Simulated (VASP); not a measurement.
Crystal: Ti.

```xyz
1
Lattice="0.0000 2.0885 2.0885 2.0885 0.0000 2.0885 2.0885 2.0885 0.0000" Properties=species:S:1:pos:R:3 pbc="T T T"
Ti    0.0000    0.0000    0.0000
```

```yaml
Program: VASP 6.6.1
Task: relaxation of cell and atoms
Functional: PBEsol
Potentials_or_basis: VASP PAW PBE potentials, release 64 (Ti_sv)
Cutoff: 500 eV
k_mesh: 8 × 8 × 8
Occupations: gaussian, width 0.1 eV
Spin: no spin polarisation
```

At the start: pressure -8.8 GPa; volume 18.22 Å³/atom.

**Question.** Where does the relaxation end?

**Answer.** Over 3 steps the energy falls by 46.3 meV/atom and the volume is 16.64 Å³/atom (-8.7 %); space group Fm-3m (No. 225, to 0.05 Å).

The path:
```
step  energy change (eV)  largest force (eV/Å)  pressure (GPa)  volume (Å³)
   1              0.0000                0.0000           -8.78        18.22
   2             -0.0267                0.0000            7.05        15.71
   3             -0.0463                0.0000           -0.04        16.64
```

Final structure:
```cif
data_structure
_symmetry_space_group_name_H-M 'P 1'
_symmetry_Int_Tables_number 1
_cell_length_a 2.8659
_cell_length_b 2.8659
_cell_length_c 2.8659
_cell_angle_alpha 60.000
_cell_angle_beta 60.000
_cell_angle_gamma 60.000
_cell_volume 16.64
loop_
_atom_site_label
_atom_site_type_symbol
_atom_site_fract_x
_atom_site_fract_y
_atom_site_fract_z
_atom_site_occupancy
Ti1 Ti 0.00000 0.00000 0.00000 1
```

Caveat: the PAW data sets were made with another functional, which shifts forces and pressure a little.
